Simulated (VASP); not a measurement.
A run of VASP 6.6.1 is set up as follows.

File POSCAR:

```
SrO
1.0
    0.0000000000      2.6422265306      2.4308484082
    2.6422265306      0.0000000000      2.4308484082
    2.6422265306      2.6422265306      0.0000000000
Sr O
1 1
Direct
    0.0000000000      0.0000000000      0.0000000000
    0.5000000000      0.5000000000      0.5000000000
```

Contents of INCAR.step1:

```
SYSTEM = SrO
ALGO = Normal
EDIFF = 1E-4
ENCUT = 520
GGA = PE
ISMEAR = 0
LASPH = .True.
LCHARG = .False.
LREAL = .False.
LWAVE = .True.
NBANDS = 15
NELM = 100
PREC = Accurate
SIGMA = 0.05
```

File INCAR.step2:

```
SYSTEM = SrO
ALGO = Normal
EDIFF = 1E-7
ENCUT = 520
ISIF = 2
ISMEAR = 0
ISTART = 1
LASPH = .True.
LCHARG = .True.
LELF = .True.
LMIXTAU = .True.
LREAL = .False.
LVHAR = .True.
LWAVE = .False.
METAGGA = R2SCAN
NBANDS = 15
NELM = 100
PREC = Accurate
SIGMA = 0.05
```

KPOINTS

```
k-points
0
Gamma
  8 8 8
  0 0 0
```

Potentials or basis: VASP PAW PBE potentials, release 64 (Sr_sv, O).

Command:

```sh
$ cat potpaw_PBE.64/Sr_sv/POTCAR potpaw_PBE.64/O/POTCAR > POTCAR
$ cp INCAR.step1 INCAR
$ mpirun -np 1 vasp_std > vasp.out
$ cp INCAR.step2 INCAR
$ mpirun -np 1 vasp_std > vasp.out
```

Task: What does it give for the pressure?

Result: 3.4 GPa.

Task: Predict the band gap on the k mesh.

Result: 3.28 eV, indirect (least direct gap 3.55 eV).

Stress tensor (GPa, compression positive):
```
-1.60  0.00  0.00
 0.00 -1.60  0.00
 0.00  0.00 13.28
```

Caveat: the PAW data sets were made with another functional, which shifts forces and pressure a little. A k mesh can miss the band edges.
